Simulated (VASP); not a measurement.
Write the native input for VASP 6.6.1 that does the following.

```yaml
Task: relaxation of cell and atoms
Functional: BLYP
Dispersion: D3(BJ)
Potentials_or_basis: VASP PAW PBE potentials, release 64 (Li_sv)
Cutoff: 750 eV
k_mesh: 8 × 8 × 8
Occupations: gaussian, width 0.15 eV
Spin: no spin polarisation
Dipole_correction: no
Further_INCAR_settings: ALGO = Normal; EDIFF = 1e-07; IBRION = 2; EDIFFG = -0.05; NSW = 80; ISIF = 3
```

The structure of Li lies in POSCAR:

```
Li
1.0
    0.0000000000      2.2020000000      2.2020000000
    2.2020000000      0.0000000000      2.2020000000
    2.2020000000      2.2020000000      0.0000000000
Li
1
Direct
    0.0000000000      0.0000000000      0.0000000000
```

The input as run:

INCAR

```
SYSTEM = Li
PREC = Accurate ; ENCUT = 750
EDIFF = 1E-7 ; ISMEAR = 0
SIGMA = 0.15 ; LREAL = .False.
LASPH = .True. ; NELM = 120
ALGO = Normal ; ISIF = 3
LWAVE = .False. ; LCHARG = .False.
GGA = B5 ; ALDAX = 1.0
AGGAX = 1.0 ; AGGAC = 1.0
ALDAC = 0.0 ; IVDW = 12
VDW_S6 = 1.0 ; VDW_S8 = 2.6996
VDW_A1 = 0.4298 ; VDW_A2 = 4.2359
IBRION = 2 ; NSW = 80
EDIFFG = -0.05 ; GGA_COMPAT = .False.
NELMIN = 4
```

KPOINTS

```
Automatic mesh
0
Gamma
  8 8 8
  0 0 0
```

Potentials or basis: VASP PAW PBE potentials, release 64 (Li_sv).

Run with:

```sh
$ cat potpaw_PBE.64/Li_sv/POTCAR > POTCAR
$ mpirun -np 1 vasp_std > vasp.out
```

Results of the run:

| Property | Result |
| --- | --- |
| Relaxed volume | 15.50 Å³/atom |
| Relaxed cell | a = 2.799 Å, b = 2.799 Å, c = 2.799 Å, α = 60.00°, β = 60.00°, γ = 60.00° |
| Space group after relaxing (to 0.05 Å) | Fm-3m (No. 225) |
| Energy gained by relaxing | 73.9 meV/atom |
| Ionic steps | 4 |
| Pressure after relaxing | 0.2 GPa |
| Dispersion energy per atom | -0.496 eV |

Caveat: the volume moved by over 15 % at a fixed basis, so the end points are rough; the PAW data sets were made with another functional, which shifts forces and pressure a little; the volume moved by -27 % from the deposited cell, more than functionals usually miss; pairwise dispersion overbinds metals, which lowers pressure and volume.

Run time: 72 s on 1 thread of Intel Xeon 8259CL (shared host), peak memory 0.15 GiB.
